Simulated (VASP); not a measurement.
Here is a VASP 6.6.1 calculation.

Contents of INCAR:

```
  PREC = Accurate
  ENCUT = 520
  EDIFF = 1E-7
  ISMEAR = -1
  SIGMA = 0.08
  LREAL = False
  LASPH = True
  NELM = 60
  ALGO = Normal
  ISIF = 2
  LWAVE = False
  LCHARG = True
  LELF = True
  LVHAR = True
  NBANDS = 17
```

File KPOINTS:

```
regular mesh
0
Gamma
  10 10 5
```

POSCAR

```
Sr
1.0
    4.2810731731      0.0000000000      0.0000000000
   -2.1405365866      3.7075181234      0.0000000000
    0.0000000000      0.0000000000      7.0026831381
Sr
2
Direct
    0.3333333333      0.6666666667      0.2500000000
    0.6666666667      0.3333333333      0.7500000000
```

Potentials or basis: VASP PAW LDA potentials, release 64 (Sr_sv).

The run is started by

```sh
$ cat potpaw_LDA.64/Sr_sv/POTCAR > POTCAR
$ mpirun -np 1 vasp_std > vasp.out
```

Estimate the band gap on the k mesh.

zero (band 10 reaches 1.51 eV, above the bottom of band 11 at 1.39 eV).

Estimate the pressure.

-1.4 GPa.
